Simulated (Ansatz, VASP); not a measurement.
**Two plane-wave programs on SnTe**

```
Te Sn
1.0
     0.00000    3.15085    3.15085
     3.15085    0.00000    3.15085
     3.15085    3.15085    0.00000
Te Sn
1 1
Cartesian
  3.1509 3.1509 3.1509
  0.0000 0.0000 0.0000
```

Alike in both runs: functional PBE; k mesh 6 × 6 × 6; occupations fermi-dirac, width 0.05 eV; no spin polarisation.

|  | VASP | Ansatz |
| --- | --- | --- |
| version | VASP 6.6.1 | Ansatz 0.2.0 |
| potentials or method | VASP PAW PBE potentials, release 64 (Te, Sn_d) | Ansatz PAW |
| plane-wave cutoff (eV) | 520 | 420 |
| valence electrons in the cell | 20 | 30 |
| task | single point | band structure |

```csv
,VASP,Ansatz,Ansatz less VASP
gap on the k mesh at the Fermi level (eV),0.10,0.10,0.000
least direct gap on the mesh (eV),0.10,0.10,0.000
pressure (GPa),2.3,2.3,+0.02
```

VASP's potentials hold 20 valence electrons a cell and Ansatz's 30, so a difference there can come from the potentials and not from the codes.

Spin-orbit coupling is off throughout.
